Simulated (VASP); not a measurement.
The system is Zn3GeO.

```
CELL_PARAMETERS angstrom
3.80781 0.00000 0.00000
0.00000 3.80781 0.00000
0.00000 0.00000 6.24958
ATOMIC_POSITIONS crystal
Zn 0.00000 0.50000 0.41491
Zn 0.50000 0.50000 0.07723
Zn 0.50000 0.00000 0.41491
Ge 0.50000 0.50000 0.68578
O 0.00000 0.00000 0.24908
```

The cell was generated, and may not be a known phase.

- Program: VASP 6.6.1
- Task: relaxation of cell and atoms
- Functional: PBE
- Potentials or basis: VASP PAW PBE potentials, release 64 (Zn, Ge_d, O)
- Cutoff: 600 eV
- k mesh: 10 × 10 × 6
- Occupations: gaussian, width 0.1 eV
- Spin: no spin polarisation

At the start: pressure 1.0 GPa; volume 18.12 Å³/atom.

Question: Where does the relaxation end?

Answer: Over 19 steps the energy falls by 5.2 meV/atom and the volume is 18.54 Å³/atom (+2.3 %); space group P4mm (No. 99, to 0.1 Å) before and after.

The path:
| step | energy change (eV) | largest force (eV/Å) | pressure (GPa) | volume (Å³) |
| --- | --- | --- | --- | --- |
| 1 | 0.0000 | 0.3640 | 0.98 | 90.62 |
| 2 | -0.0199 | 0.1687 | -0.15 | 92.08 |
| 3 | -0.0214 | 0.1723 | -0.34 | 92.52 |
| 4 | -0.0214 | 0.1737 | -0.59 | 92.71 |
| 5 | -0.0215 | 0.1734 | -0.50 | 92.63 |
| 6 | -0.0247 | 0.0629 | -0.02 | 92.08 |
| 7 | -0.0247 | 0.0409 | 0.14 | 91.97 |
| 8 | -0.0247 | 0.0474 | 0.06 | 92.01 |
| 9 | -0.0247 | 0.0455 | 0.11 | 92.00 |
| 10 | -0.0250 | 0.0394 | 0.03 | 92.13 |
| 11 | -0.0254 | 0.0393 | -0.02 | 92.42 |
| 12 | -0.0252 | 0.0429 | -0.19 | 93.01 |
| 13 | -0.0255 | 0.0412 | -0.14 | 92.67 |
| 14 | -0.0257 | 0.0289 | -0.02 | 92.64 |
| 15 | -0.0258 | 0.0220 | 0.02 | 92.62 |
| 16 | -0.0258 | 0.0241 | 0.10 | 92.58 |
| 17 | -0.0258 | 0.0172 | 0.03 | 92.60 |
| 18 | -0.0258 | 0.0163 | 0.08 | 92.60 |
| 19 | -0.0259 | 0.0097 | 0.00 | 92.68 |

Final structure:
```
CELL_PARAMETERS angstrom
3.81203 0.00000 0.00000
0.00000 3.81203 0.00000
0.00000 0.00000 6.37810
ATOMIC_POSITIONS crystal
Zn 0.00000 0.50000 0.41050
Zn 0.50000 0.50000 0.07607
Zn 0.50000 0.00000 0.41050
Ge 0.50000 0.50000 0.68793
O 0.00000 0.00000 0.25690
```
